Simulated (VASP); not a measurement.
SrTiO3: single point with PBEsol

Crystal: SrTiO3.

```xyz
5
Lattice="3.8914 0.0000 0.0000 0.0000 3.8914 0.0000 0.0000 0.0000 3.8914" Properties=species:S:1:pos:R:3 pbc="T T T"
Sr    0.0211    0.0000    0.0000
Ti    1.9977    1.9457    1.9457
O    -0.0850    1.9457    1.9457
O     1.8527    0.0000    1.9457
O     1.8527    1.9457    0.0000
```

This cell differs from its parent crystal: mode 1 frozen in at -0.093 Å and mode 7 at +0.000 Å (largest displacements).

* Program: VASP 6.6.1
* Task: single point
* Functional: PBEsol
* Potentials or basis: VASP PAW PBE potentials, release 64 (Sr_sv, Ti_sv, O)
* Cutoff: 520 eV
* k mesh: 8 × 8 × 8
* Occupations: gaussian, width 0.05 eV
* Spin: no spin polarisation
* Dipole correction: no
* Further INCAR settings: ALGO = Normal; EDIFF = 1e-06; NBANDS = 28

| Item | Value |
| --- | --- |
| Pressure | 2.0 GPa |
| Largest force | 0.579 eV/Å |
| Band gap on the k mesh | 1.88 eV, indirect (least direct gap 2.43 eV) |

Forces on the atoms (eV/Å):
```
Sr   0.036  0.000  0.000
Ti  -0.579  0.000  0.000
O    0.454  0.000  0.000
O    0.044  0.000  0.000
O    0.044  0.000  0.000
```

Stress tensor (GPa, compression positive):
```
4.65 0.00 0.00
0.00 0.66 0.00
0.00 0.00 0.66
```

Levels at points of the mesh, in eV from the valence-band top:
```tsv
k point	band 17	band 18	band 19	band 20	band 21	band 22	band 23	band 24
(0.00, 0.00, 0.00)	-1.26	-0.59	-0.55	-0.55	1.88	2.28	2.28	4.54
(0.50, 0.00, 0.00)	-2.49	-2.12	-0.72	-0.72	2.07	4.03	4.03	4.54
(0.00, 0.50, 0.00)	-2.28	-2.13	-1.11	-0.91	2.43	3.83	3.90	4.67
(0.50, 0.50, 0.00)	-1.71	-1.60	-1.59	-0.20	3.87	4.04	4.34	5.50
(0.00, 0.50, 0.50)	-1.75	-1.75	-1.75	-0.10	3.91	3.91	4.32	5.34
(0.50, 0.50, 0.50)	-3.77	-0.11	-0.11	0.00	4.53	4.57	4.57	6.72
```

It took 68 s on 1 thread of Intel(R) Xeon(R) 6975P-C (Granite Rapids), on a shared host, peak memory 0.25 GiB.

Caveat: the cell differs from its parent crystal (mode 1 frozen in at -0.093 Å and mode 7 at +0.000 Å (largest displacements)); the PAW data sets were made with another functional, which shifts forces and pressure a little. A k mesh can miss the band edges.
